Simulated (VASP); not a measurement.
# Ta2N (C2/m) in VASP: notebook, part 2 of 2

VASP 6.6.1.

### Step 3. Single point, PBE (strain -0.0150 x Voigt [0, 1, 0, 0, 0, 0])

INCAR reads:

```
PREC     = Accurate       # precision mode
ENCUT    = 520            # plane-wave cutoff, eV
EDIFF    = 1E-6           # SCF threshold, eV
ISMEAR   = 0              # smearing method
SIGMA    = 0.15           # smearing width, eV
LREAL    = F              # projectors in reciprocal space
LASPH    = T              # aspherical terms in the spheres
NELM     = 80             # most SCF steps
ALGO     = Normal         # electronic algorithm
ISIF     = 2              # what is computed and relaxed
LWAVE    = F              # write WAVECAR
LCHARG   = F              # write CHGCAR
GGA      = PE             # functional
NBANDS   = 20             # bands
```

KPOINTS reads:

```
regular mesh
0
Gamma
  18 18 10
```

POSCAR reads:

```
Ta2N
1.0
    3.1011400584      0.0000000000      0.0000000000
   -1.5505700292      2.6453810802      0.0000000000
    0.0000000000      0.0000000000      4.8818900414
Ta N
2 1
Direct
    0.6666666667      0.3333333333      0.7449050326
    0.3333333333      0.6666666667      0.2550949674
    0.0000000000      0.0000000000      0.0000000000
```

Potentials or basis: VASP PAW PBE potentials, release 64 (Ta_pv, N).

Run with:

```console
> cat potpaw_PBE.64/Ta_pv/POTCAR potpaw_PBE.64/N/POTCAR > POTCAR
> mpirun -np 1 vasp_std > vasp.out
```

OUTCAR:

```text
PREC = Accurate
   ENCUT = 520
   EDIFF = 1E-6
   ISMEAR = 0
   LREAL = F
   LASPH = T
   NELM = 80
   ISIF = 2
   GGA = PE

 ion  position               nearest neighbor table
   1  0.667  0.333  0.745-   3 2.16   3 2.18   3 2.18   2 2.97   2 2.98   2 2.98   2 3.05   2 3.06
                             2 3.06
   2  0.333  0.667  0.255-   3 2.16   3 2.18   3 2.18   1 2.97   1 2.98   1 2.98   1 3.05   1 3.06
                             1 3.06
   3  0.000  0.000  0.000-   2 2.16   1 2.16   2 2.18   1 2.18   1 2.18   2 2.18

[... 752 lines left out ...]
  Direction    XX          YY          ZZ          XY          YZ          ZX
  --------------------------------------------------------------------------------------
  -------------------------------------------------------------------------------------
  Total        0.7729171      1.9378114      0.9739298      0.0000000      0.2275923      0.0000000
  in kB       30.9204566     77.5219100     38.9619461      0.0000000      9.1048039      0.0000000
  external PRESSURE =      49.1347709 kB  Pullay stress =       0.0000000 kB

 VOLUME and BASIS-vectors are now :
 -----------------------------------------------------------------------------
  energy-cutoff  :      520.00
  volume of cell :       40.05
      direct lattice vectors                 reciprocal lattice vectors
     3.101140058  0.000000000  0.000000000     0.322462056  0.189008685  0.000000000
    -1.550570029  2.645381080  0.000000000     0.000000000  0.378017371  0.000000000
     0.000000000  0.000000000  4.881890041     0.000000000  0.000000000  0.204838698

 POSITION                                       TOTAL-FORCE (eV/Angst)
 -----------------------------------------------------------------------------------
      1.55057      0.88179      3.63654         0.000000     -0.022702     -0.186994
     -0.00000      1.76359      1.24535         0.000000      0.022702      0.186994
      0.00000      0.00000      0.00000         0.000000      0.000000      0.000000
 -----------------------------------------------------------------------------------
    total drift:                                0.000000     -0.000000      0.000000

  FREE ENERGIE OF THE ION-ELECTRON SYSTEM (eV)
  ---------------------------------------------------
  free  energy   TOTEN  =       -34.3750742890 eV

  energy  without entropy=      -34.3613276458  energy(sigma->0) =      -34.36820097
```

stdout:

```text
POSCAR found type information on POSCAR TaN
 POSCAR found :  2 types and       3 ions
 scaLAPACK will be used
 LDA part: xc-table for (Slater+PW92), standard interpolation
 POSCAR, INCAR and KPOINTS ok, starting setup
 FFT: planning ... GRIDC
 FFT: planning ... GRID_SOFT
 FFT: planning ... GRID
 WAVECAR not read
 entering main loop
```

Wall time 9.9 min (1 thread of Intel Xeon Platinum 8259CL at 2.50GHz (Skylake/Cascade Lake), shared host); peak memory 0.66 GiB.

What came out:

* Free energy: -34.3751 eV
* Pressure: 4.9 GPa
* Largest force: 0.188 eV/Å

Forces in eV/Å, atoms in the order of the input:
```
Ta   0.000 -0.023 -0.187
Ta   0.000  0.023  0.187
N    0.000  0.000  0.000
```

Levels at points of the mesh, in eV from the Fermi level:
| k point | band 9 | band 10 | band 11 | band 12 | band 13 | band 14 | band 15 | band 16 | band 17 | band 18 |
| --- | --- | --- | --- | --- | --- | --- | --- | --- | --- | --- |
| (0.00, 0.00, 0.00) | -6.12 | -6.00 | -4.99 | -0.79 | -0.36 | -0.10 | 0.26 | 0.35 | 0.44 | 1.09 |
| (0.50, 0.00, 0.00) | -6.65 | -6.36 | -4.64 | -2.63 | -1.35 | 1.60 | 2.07 | 3.85 | 4.09 | 4.34 |
| (0.00, 0.50, 0.00) | -6.66 | -6.48 | -4.64 | -2.57 | -1.30 | 1.69 | 2.01 | 3.95 | 4.10 | 4.25 |
| (0.00, 0.00, 0.50) | -6.29 | -6.18 | -3.01 | -2.70 | -1.20 | -0.95 | 1.75 | 2.04 | 2.30 | 2.45 |
| (0.50, 0.00, 0.50) | -6.79 | -6.09 | -3.39 | -2.18 | -2.11 | -0.37 | 0.83 | 3.41 | 3.79 | 4.15 |
| (0.00, 0.50, 0.50) | -6.81 | -6.21 | -3.36 | -2.09 | -2.08 | -0.33 | 0.70 | 3.54 | 3.73 | 4.22 |

Caveat: the cell differs from its parent crystal (strain -0.0150 x Voigt [0, 1, 0, 0, 0, 0]); spin-orbit coupling is left out, which moves the levels of the heavy elements.

### Step 4. Single point, PBE (strain +0.0100 x Voigt [0, 1, 0, 0, 0, 0])

INCAR reads:

```
SYSTEM = Ta2N
ALGO = Normal
EDIFF = 1E-6
ENCUT = 520
GGA = PE
ISIF = 2
ISMEAR = 0
LASPH = .True.
LCHARG = .True.
LELF = .True.
LREAL = .False.
LVHAR = .True.
LWAVE = .False.
NBANDS = 20
NELM = 100
PREC = Accurate
SIGMA = 0.15
```

KPOINTS reads:

```
k-points
0
Gamma
  18 18 10
  0 0 0
```

POSCAR, as its differences from that of step 3:

```diff
@@ -3,3 +3,3 @@
     3.1011400584      0.0000000000      0.0000000000
-   -1.5505700292      2.6453810802      0.0000000000
+   -1.5505700292      2.7125227320      0.0000000000
     0.0000000000      0.0000000000      4.8818900414
```

Run with:

```console
> cat potpaw_PBE.64/Ta_pv/POTCAR potpaw_PBE.64/N/POTCAR > POTCAR
> mpirun -np 1 vasp_std > vasp.out
```

It took 6.2 min on 1 thread of Intel Xeon Platinum 8259CL at 2.50GHz (Skylake/Cascade Lake), shared host; peak memory 0.68 GiB.

The run converged. Its results:

```
Free energy   : -34.3864 eV
Pressure      : -2.3 GPa
Largest force : 0.051 eV/Å
```

Forces in eV/Å, atoms in the order of the input:
```
Ta   0.000  0.008  0.050
Ta   0.000 -0.008 -0.050
N    0.000  0.000  0.000
```

Stress tensor (GPa, compression positive):
```
-1.18  0.00  0.00
 0.00 -4.00 -0.47
 0.00 -0.47 -1.69
```

Levels at points of the mesh, in eV from the Fermi level:
| k point | band 10 | band 11 | band 12 | band 13 | band 14 | band 15 | band 16 | band 17 |
| --- | --- | --- | --- | --- | --- | --- | --- | --- |
| (0.00, 0.00, 0.00) | -5.94 | -4.97 | -0.65 | -0.30 | -0.14 | 0.27 | 0.27 | 0.32 |
| (0.50, 0.00, 0.00) | -6.32 | -4.49 | -2.59 | -1.36 | 1.74 | 1.87 | 3.70 | 3.95 |
| (0.00, 0.50, 0.00) | -6.25 | -4.50 | -2.63 | -1.39 | 1.69 | 1.91 | 3.65 | 3.95 |
| (0.00, 0.00, 0.50) | -6.12 | -2.86 | -2.63 | -1.17 | -1.01 | 1.76 | 1.87 | 2.27 |
| (0.50, 0.00, 0.50) | -6.06 | -3.24 | -2.13 | -2.11 | -0.28 | 0.69 | 3.25 | 3.54 |
| (0.00, 0.50, 0.50) | -5.99 | -3.27 | -2.20 | -2.11 | -0.31 | 0.77 | 3.24 | 3.51 |

Caveat: the cell differs from its parent crystal (strain +0.0100 x Voigt [0, 1, 0, 0, 0, 0]); spin-orbit coupling is left out, which moves the levels of the heavy elements.

### Step 5. Single point, PBE (strain +0.0150 x Voigt [0, 1, 0, 0, 0, 0])

INCAR reads:

```
PREC = Accurate
ENCUT = 520
EDIFF = 1E-7
ISMEAR = 0
SIGMA = 0.15
LREAL = False
LASPH = True
NELM = 100
ALGO = Normal
ISIF = 2
LWAVE = False
LCHARG = False
GGA = PE
NBANDS = 20
```

KPOINTS reads:

```
Automatic mesh
0
Gamma
  18 18 10
```

POSCAR, as its differences from that of step 4:

```diff
@@ -3,3 +3,3 @@
     3.1011400584      0.0000000000      0.0000000000
-   -1.5505700292      2.7125227320      0.0000000000
+   -1.5505700292      2.7259510624      0.0000000000
     0.0000000000      0.0000000000      4.8818900414
```

Run with:

```console
> cat potpaw_PBE.64/Ta_pv/POTCAR potpaw_PBE.64/N/POTCAR > POTCAR
> mpirun -np 1 vasp_std > vasp.out
```

It took 6.6 min on 1 thread of Intel Xeon Platinum 8259CL at 2.50GHz (Skylake/Cascade Lake), shared host; peak memory 0.68 GiB.

Results (log left out):

- Free energy: -34.3801 eV
- Pressure: -3.6 GPa
- Largest force: 0.093 eV/Å

Forces on the atoms (eV/Å):
```
Ta   0.000  0.011  0.093
Ta   0.000 -0.011 -0.093
N    0.000  0.000  0.000
```

Stress tensor (GPa, compression positive):
```
-1.98  0.00  0.00
 0.00 -6.12 -0.66
 0.00 -0.66 -2.69
```

Levels at points of the mesh, in eV from the Fermi level:
```csv
k point,band 11,band 12,band 13,band 14,band 15,band 16
"(0.00, 0.00, 0.00)",-4.96,-0.62,-0.34,-0.10,0.23,0.27
"(0.50, 0.00, 0.00)",-4.47,-2.59,-1.36,1.75,1.85,3.66
"(0.00, 0.50, 0.00)",-4.47,-2.63,-1.41,1.69,1.89,3.60
"(0.00, 0.00, 0.50)",-2.83,-2.62,-1.21,-0.97,1.76,1.82
"(0.50, 0.00, 0.50)",-3.21,-2.12,-2.10,-0.26,0.66,3.19
"(0.00, 0.50, 0.50)",-3.25,-2.22,-2.12,-0.30,0.78,3.19
```

Caveat: the cell differs from its parent crystal (strain +0.0150 x Voigt [0, 1, 0, 0, 0, 0]); spin-orbit coupling is left out, which moves the levels of the heavy elements.

### Step 6. Single point, PBE (strain +0.0200 x Voigt [0, 1, 0, 0, 0, 0])

INCAR reads:

```
SYSTEM = Ta2N
PREC     = Accurate       ! precision mode
ENCUT    = 520            ! plane-wave cutoff, eV
EDIFF    = 1E-7           ! SCF threshold, eV
ISMEAR   = 0              ! smearing method
SIGMA    = 0.15           ! smearing width, eV
LREAL    = .FALSE.        ! projectors in reciprocal space
LASPH    = .TRUE.         ! aspherical terms in the spheres
NELM     = 80             ! most SCF steps
ALGO     = Normal         ! electronic algorithm
ISIF     = 2              ! what is computed and relaxed
LWAVE    = .FALSE.        ! write WAVECAR
LCHARG   = .FALSE.        ! write CHGCAR
GGA      = PE             ! functional
NBANDS   = 20             ! bands
```

KPOINTS reads:

```
regular mesh
0
G
  18 18 10
  0 0 0
```

POSCAR, as its differences from that of step 5:

```diff
@@ -3,3 +3,3 @@
     3.1011400584      0.0000000000      0.0000000000
-   -1.5505700292      2.7259510624      0.0000000000
+   -1.5505700292      2.7393793927      0.0000000000
     0.0000000000      0.0000000000      4.8818900414
```

Potentials or basis: VASP PAW PBE potentials, release 64 (Ta_pv, N).

Run with:

```console
> cat potpaw_PBE.64/Ta_pv/POTCAR potpaw_PBE.64/N/POTCAR > POTCAR
> mpirun -np 1 vasp_std > vasp.out
```

Wall time 3.3 min (1 thread of Intel Xeon 6975P-C (Granite Rapids), shared host); peak memory 0.68 GiB.

Results (log left out):

```yaml
Free_energy: -34.3711 eV
Pressure: -4.9 GPa
Largest_force: 0.134 eV/Å
```

Forces in eV/Å, atoms in the order of the input:
```
Ta   0.000  0.012  0.133
Ta   0.000 -0.012 -0.133
N    0.000  0.000  0.000
```

Stress tensor (GPa, compression positive):
```
-2.74  0.00  0.00
 0.00 -8.16 -0.84
 0.00 -0.84 -3.65
```

Levels at points of the mesh, in eV from the Fermi level:
```
           k point  band 11  band 12  band 13  band 14  band 15  band 16
(0.00, 0.00, 0.00)    -4.96    -0.60    -0.37    -0.06     0.20     0.27
(0.50, 0.00, 0.00)    -4.44    -2.58    -1.36     1.73     1.86     3.62
(0.00, 0.50, 0.00)    -4.44    -2.64    -1.42     1.69     1.87     3.55
(0.00, 0.00, 0.50)    -2.80    -2.60    -1.25    -0.94     1.75     1.76
(0.50, 0.00, 0.50)    -3.18    -2.11    -2.10    -0.24     0.64     3.12
(0.00, 0.50, 0.50)    -3.23    -2.23    -2.12    -0.30     0.79     3.13
```

Caveat: the cell differs from its parent crystal (strain +0.0200 x Voigt [0, 1, 0, 0, 0, 0]); spin-orbit coupling is left out, which moves the levels of the heavy elements.

### Step 7. Overview

| cell | gap on the mesh (eV) | pressure (GPa) | largest force (eV/Å) |
| --- | --- | --- | --- |
| a = 3.101, b = 3.055, c = 4.882 Å, angles 90.0, 90.0, 120.5°, 3 atoms | none | 6.5 | 0.24 |
| a = 3.101, b = 3.066, c = 4.882 Å, angles 90.0, 90.0, 120.4°, 3 atoms | none | 4.9 | 0.19 |
| a = 3.101, b = 3.124, c = 4.882 Å, angles 90.0, 90.0, 119.8°, 3 atoms | none | -2.3 | 0.05 |
| a = 3.101, b = 3.136, c = 4.882 Å, angles 90.0, 90.0, 119.6°, 3 atoms | none | -3.6 | 0.09 |
| a = 3.101, b = 3.148, c = 4.882 Å, angles 90.0, 90.0, 119.5°, 3 atoms | none | -4.9 | 0.13 |

Alike in all rows: task single point; level PBE; potentials or basis VASP PAW PBE potentials, release 64 (Ta_pv, N); no spin polarisation; k mesh 18 × 18 × 10; cutoff (eV) 520; smearing gaussian 0.15 eV.

Caveats: spin-orbit coupling is left out, which moves the levels of the heavy elements.

Absolute energies hang on the potentials; compare differences alone.
